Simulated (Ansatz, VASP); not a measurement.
One calculation of AlN, two programs

File INCAR:

```
ALGO = Normal
EDIFF = 1E-6
ENCUT = 520
GGA = PE
ISIF = 2
ISMEAR = -1
LASPH = True
LCHARG = True
LELF = True
LREAL = False
LVHAR = True
LWAVE = False
NBANDS = 11
NELM = 80
PREC = Accurate
SIGMA = 0.02
```

Contents of KPOINTS:

```
k-points
0
Gamma
  10 10 10
```

The input POSCAR:

```
AlN
1.0
    0.0000000000      2.0373400000      1.9780000000
    2.0373400000      0.0000000000      1.9780000000
    2.0373400000      2.0373400000      0.0000000000
Al N
1 1
Direct
    0.0000000000      0.0000000000      0.0000000000
    0.5000000000      0.5000000000      0.5000000000
```

Input for Ansatz:

```yaml
crystal:
  lattice:
    - [0.0, 2.03734, 1.978]
    - [2.03734, 0.0, 1.978]
    - [2.03734, 2.03734, 0.0]
  atoms:
    - { symbol: Al, position: [0.0, 0.0, 0.0] }
    - { symbol: "N", position: [0.5, 0.5, 0.5] }
kpoints:
  mp_grid: { grid: [10, 10, 10] }
  band_path:
    path:
      - [0.0, 0.0, 0.0]
      - [0.0, 0.5, 0.5]
      - [0.25, 0.75, 0.5]
      - [0.0, 0.5, 0.0]
      - [0.0, 0.0, 0.0]
      - [0.5, 0.5, 0.0]
      - [0.3826125, 0.6173875, 0.0]
      - [-0.3826125, 0.3826125, 0.0]
      - [0.0, 0.0, 0.0]
    npoints: 5
scf:
  occupations: { method: fermi_dirac, width: 0.02 }
hamiltonian:
  xc: pbe
  pseudopotentials: { kind: all_electron, lapw: { basis_error: 0.001 } }
output:
  forces: true
  stress: true
  eigenvalues: true
```

Change from the starting cell: equal xx and yy strain of +3 %.

Alike in both runs: task single point; functional PBE; k mesh 10 × 10 × 10; occupations fermi-dirac, width 0.02 eV; no spin polarisation.

|  | VASP | Ansatz |
| --- | --- | --- |
| version | VASP 6.6.1 | Ansatz 0.2.0 |
| potentials or method | VASP PAW PBE potentials, release 64 (Al, N), cutoff 520 eV | all-electron LAPW, scalar-relativistic |

```tsv
	VASP	Ansatz	Ansatz less VASP
gap on the k mesh at the Fermi level (eV)	4.43	4.45	+0.017
pressure (GPa)	7.2	7.5	+0.32
traceless stress, the component that is largest in VASP (GPa)	6.21	6.23	+0.026
```

Ansatz ran all-electron here, and VASP with PAW potentials.
